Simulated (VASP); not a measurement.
Runs of VASP 6.6.1 on AlN. The structure is that of space group F-43m (No. 216), or close to it. The cells are those of the table. 

```tsv
task	cell	k mesh	cutoff (eV)	smearing	gap on the mesh (eV)	pressure (GPa)
relaxation of cell and atoms	relaxed to 4 GPa from a = 3.070 Å, angles 60.0, 60.0, 90.0°, 2 atoms	10 × 10 × 10	600	gaussian 0.01 eV	3.24	4.0
single point	a = 3.026 Å, angles 60.0, 60.0, 90.0°, 2 atoms	10 × 10 × 10	520	gaussian 0.01 eV	(a)	10.8
relaxation of cell and atoms	relaxed from a = 3.089 Å, angles 60.0, 60.0, 90.0°, 2 atoms	14 × 14 × 14	600	fermi-dirac 0.08 eV	3.23	0.0
single point	a = 3.070 Å, angles 60.0, 60.0, 90.0°, 2 atoms	14 × 14 × 14	520	fermi-dirac 0.08 eV	3.23	0.6
```

Alike in all rows: level LDA; potentials or basis VASP PAW LDA potentials, release 64 (Al, N); no spin polarisation.

**Question.** Estimate the missing entries.

**Answer.** (a) 3.25.

Caveats: the cell is relaxed towards a set pressure, so the enthalpy falls and the energy may rise (some runs).

A k mesh can miss the band edges.
